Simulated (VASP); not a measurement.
# PbS in VASP: single point with PBEsol

Aim: the single point of PbS with PBEsol.

All numbers are computed with VASP 6.6.1; they aren't measurements. Logs are shortened: lines on timing, memory, paths and dates and some standing lists are left out, and cuts for length are marked.

## 1. The cell of the first run

The cell holds a slab with vacuum, 4 atoms: a = 4.169 Å, b = 4.169 Å, c = 22.307 Å, α = 93.77°, β = 93.77°, γ = 90.01°.

## 2. Single point, PBEsol

INCAR

```
SYSTEM = PbS
PREC = Accurate
ENCUT = 520
EDIFF = 1E-7
ISMEAR = 0
SIGMA = 0.01
LREAL = .False.
LASPH = .True.
NELM = 60
ALGO = Normal
ISIF = 2
LWAVE = .False.
LCHARG = .False.
GGA = PS
NBANDS = 28
```

KPOINTS

```
Automatic mesh
0
Gamma
  5 5 1
  0 0 0
```

POSCAR

```
PbS
1.0
    2.9479796981     -2.9485021468      0.0001341302
    2.9479796981      2.9485021468      0.0001341302
   -2.0728174906      0.0000000000     22.2105643177
Pb S
2 2
Direct
    0.7373713336      0.7182187977      0.9370159775
    0.2817812023      0.2626286664      0.0629840225
    0.2404549886      0.2190075245      0.9429214343
    0.7809924755      0.7595450114      0.0570785657
```

Potentials or basis: VASP PAW PBE potentials, release 64 (Pb_d, S).

On the command line:

```
cat potpaw_PBE.64/Pb_d/POTCAR potpaw_PBE.64/S/POTCAR > POTCAR
mpirun -np 1 vasp_std > vasp.out
```

OUTCAR:

```text
SYSTEM = PbS
   PREC = Accurate
   ENCUT = 520
   EDIFF = 1E-7
   ISMEAR = 0
   LREAL = .False.
   LASPH = .True.
   NELM = 60
   ISIF = 2
   GGA = PS

 ion  position               nearest neighbor table
   1  0.737  0.718  0.937-   4 2.67   3 2.94   3 2.95   3 2.95   3 2.96   2 4.06   2 4.06   2 4.06
                             2 4.06
   2  0.282  0.263  0.063-   3 2.67   4 2.94   4 2.95   4 2.95   4 2.96   1 4.06   1 4.06   1 4.06
                             1 4.06
   3  0.240  0.219  0.943-   2 2.67   1 2.94   1 2.95   1 2.95   1 2.96
   4  0.781  0.760  0.057-   1 2.67   2 2.94   2 2.95   2 2.95   2 2.96

  LATTYP: Found a base centered monoclinic cell.
 ALAT       =     5.8959594023
 B/A-ratio  =     1.0001772216
 C/A-ratio  =     3.7834518047
 COS(beta)  =    -0.0928766604

  Lattice vectors:

 A1 = (   2.9479796981,  -2.9485021468,   0.0001341302)
 A2 = (   2.9479796981,   2.9485021468,   0.0001341302)
 A3 = (  -2.0728174906,   0.0000000000,  22.2105643177)

Analysis of symmetry for initial positions (statically):
=====================================================================
 Subroutine PRICEL returns:
 Original cell was already a primitive cell.

 Routine SETGRP: Setting up the symmetry group for a
 base centered monoclinic supercell.

 Subroutine GETGRP returns: Found  2 space group operations
 (whereof  2 operations were pure point group operations)
 out of a pool of  4 trial point group operations.

The static configuration has the point symmetry C_2 .

Analysis of symmetry for dynamics (positions and initial velocities):
=====================================================================
 Subroutine PRICEL returns:
 Original cell was already a primitive cell.

 Routine SETGRP: Setting up the symmetry group for a
 base centered monoclinic supercell.

 Subroutine GETGRP returns: Found  2 space group operations
 (whereof  2 operations were pure point group operations)
 out of a pool of  4 trial point group operations.

The dynamic configuration has the point symmetry C_2 .

 Subroutine INISYM returns: Found  2 space group operations
 (whereof  2 operations are pure point group operations),
 and found     1 'primitive' translations

----------------------------------------------------------------------------------------

                                     Primitive cell

  volume of cell :     386.1156

  direct lattice vectors                    reciprocal lattice vectors
     2.947979698 -2.948502147  0.000134130     0.169606961 -0.169577628  0.015828696
[... 75 lines left out ...]
   LREAL  =      F    real-space projection
   EDIFFG = 0.1E-05   stopping-criterion for IOM
   NSW    =      0    number of steps for IOM
   IBRION =     -1    ionic relax: 0-MD 1-quasi-New 2-CG
   NFREE  =      0    steps in history (QN), initial steepest desc. (CG)
   ISIF   =      2    stress and relaxation
   ISYM   =      2    0-nonsym 1-usesym 2-fastsym
   POTIM  = 0.5000    time-step for ionic-motion
   TEBEG  =    0.0;   TEEND  =   0.0 temperature during run
   PSTRESS=    0.0 pullay stress
   NELECT =      40.0000    total number of electrons
   NUPDOWN=      -1.0000    fix difference up-down
   EMIN   =  10.00;   EMAX   =-10.00  energy-range for DOS
   EFERMI =   0.00;   METHOD = LEGACY
   ISMEAR =     0;   SIGMA  =   0.01  broadening in eV -4-tet -1-fermi 0-gaus
   EFERMI_NEDOS =   21; number of points for ismear=-14 and -15
   IALGO  =     38    algorithm
   IMIX   =      4    mixing-type and parameters
     AMIX     =   0.40;   BMIX     =  1.00
     AMIX_MAG =   1.60;   BMIX_MAG =  1.00
  volume/ion in A,a.u.               =      96.53       651.41
  Fermi-wavevector in a.u.,A,eV,Ry     =   0.768875  1.452963  8.043338  0.591169
  Thomas-Fermi vector in A             =   1.869742
   LORBIT       =      0    0 simple, 1 ext, 2 COOP (PROOUT), +10 PAW based schemes
   GGA     = PS    functional components
   LHFCALC =     F    Hartree Fock is set to
   AEXX    =    0.0000 exact exchange contribution
   IVDW    =     0    specifies the selected vdW correction
   LEPSILON=     F    determine dielectric tensor
   LRPA    =     F    only Hartree local field effects (RPA)
 non-spin polarized calculation
 Gauss-broadening in eV      SIGMA  =   0.01
  energy-cutoff  :      520.00
  volume of cell :      386.12
 maximum number of plane-waves:     10423
   NGX = 15   NGY = 15   NGZ = 83

 number of electron      39.9999995 magnetization

 Free energy of the ion-electron system (eV)
  ---------------------------------------------------
  ext. energy  EPLUGINS =         0.00000000
  ---------------------------------------------------
  free energy    TOTEN  =       -18.53086148 eV

  energy without entropy =      -18.53086148  energy(sigma->0) =      -18.53086148

 E-fermi :  -1.7895     XC(G=0):  -3.0962

 val. band max:       -1.8451846043   @ k =   0.4000   0.0000  -0.0000
 cond. band min:      -0.2758205423   @ k =   0.4000   0.0000  -0.0000
 fundamental gap:      1.5693640620
 Fermi energy:        -1.7894923457

 k-point     1 :       0.0000    0.0000    0.0000
  band No.  band energies     occupation
      1     -18.2151      2.00000
      2     -18.0791      2.00000
      3     -18.0660      2.00000
      4     -18.0581      2.00000
      5     -18.0380      2.00000
      6     -18.0380      2.00000
[... 268 lines left out ...]
     27       4.1466      0.00000
     28       4.3398      0.00000

------------------------ aborting loop because EDIFF is reached ----------------------------------------

  FORCE on cell =-STRESS in cart. coord.  units (eV):
  Direction    XX          YY          ZZ          XY          YZ          ZX
  --------------------------------------------------------------------------------------
  -------------------------------------------------------------------------------------
  Total       -0.0234691     -0.0372887     -0.0807532      0.0000000      0.0000000     -0.0074694
  in kB       -0.0973845     -0.1547283     -0.3350835      0.0000000      0.0000000     -0.0309941
  external PRESSURE =      -0.1957321 kB  Pullay stress =       0.0000000 kB

 VOLUME and BASIS-vectors are now :
 -----------------------------------------------------------------------------
  energy-cutoff  :      520.00
  volume of cell :      386.12
      direct lattice vectors                 reciprocal lattice vectors
     2.947979698 -2.948502147  0.000134130     0.169606961 -0.169577628  0.015828696
     2.947979698  2.948502147  0.000134130     0.169606961  0.169577628  0.015828696
    -2.072817491  0.000000000 22.210564318    -0.000002049  0.000000000  0.045023428

 POSITION                                       TOTAL-FORCE (eV/Angst)
 -----------------------------------------------------------------------------------
      2.34879     -0.05647     20.81185        -0.000089     -0.002757      0.008520
      1.47435     -0.05647      1.39898         0.000089     -0.002757     -0.008520
     -0.60002     -0.06324     20.94288         0.003054      0.002757      0.004675
      4.42316     -0.06324      1.26795        -0.003054      0.002757     -0.004675
 -----------------------------------------------------------------------------------
    total drift:                                0.000000     -0.000729     -0.000000

  FREE ENERGIE OF THE ION-ELECTRON SYSTEM (eV)
  ---------------------------------------------------
  free  energy   TOTEN  =       -18.5308614780 eV

  energy  without entropy=      -18.5308614780  energy(sigma->0) =      -18.53086148
```

OSZICAR:

```text
N       E                     dE             d eps       ncg     rms          rms(c)
DAV:   1     0.382282023234E+03    0.38228E+03   -0.15797E+04   520   0.111E+03
DAV:   2     0.303235201936E+02   -0.35196E+03   -0.34435E+03   592   0.312E+02
DAV:   3    -0.172875643933E+02   -0.47611E+02   -0.46311E+02   672   0.140E+02
[... 17 lines left out ...]
DAV:  21    -0.185308597255E+02   -0.18338E-05   -0.56082E-08   512   0.690E-04    0.322E-04
DAV:  22    -0.185308605958E+02   -0.87034E-06   -0.16012E-08   476   0.518E-04    0.761E-05
DAV:  23    -0.185308612662E+02   -0.67039E-06   -0.68692E-09   448   0.340E-04    0.127E-04
DAV:  24    -0.185308614304E+02   -0.16425E-06   -0.94483E-10   492   0.280E-04    0.237E-05
DAV:  25    -0.185308614780E+02   -0.47566E-07   -0.29073E-10   408   0.107E-04
   1 F= -.18530861E+02 E0= -.18530861E+02  d E =-.305736E-16
```

stdout:

```text
POSCAR found type information on POSCAR PbS
 POSCAR found :  2 types and       4 ions
 scaLAPACK will be used
 -----------------------------------------------------------------------------
|                                                                             |
|                                                                             |
|     You enforced a specific xc type in the INCAR file but a different       |
|     I HOPE YOU KNOW WHAT YOU ARE DOING!                                     |
|                                                                             |
 -----------------------------------------------------------------------------

 LDA part: xc-table for (Slater+PW92), standard interpolation
 POSCAR, INCAR and KPOINTS ok, starting setup
 FFT: planning ... GRIDC
 FFT: planning ... GRID_SOFT
 FFT: planning ... GRID
 WAVECAR not read
 entering main loop
```

Run time: 85 s. Hardware: 1 thread of AMD EPYC 9R45 (Zen 5), shared host; peak memory 0.42 GiB.

What came out:

```yaml
Free_energy: -18.5309 eV
Largest_force: 0.009 eV/Å
Band_gap_on_the_k_mesh: 1.57 eV, direct
```

Forces in eV/Å, atoms in the order of the input:
```
Pb   0.000 -0.003  0.009
Pb   0.000 -0.003 -0.009
S    0.003  0.003  0.005
S   -0.003  0.003 -0.005
```

Levels at points of the mesh, in eV from the valence-band top:
```csv
k point,band 18,band 19,band 20,band 21,band 22,band 23
"(0.00, 0.00, 0.00)",-1.67,-1.67,-0.44,1.86,3.91,4.58
```

Caveat: the PAW data sets were made with another functional, which shifts forces and pressure a little; spin-orbit coupling is left out, which moves the levels of the heavy elements.
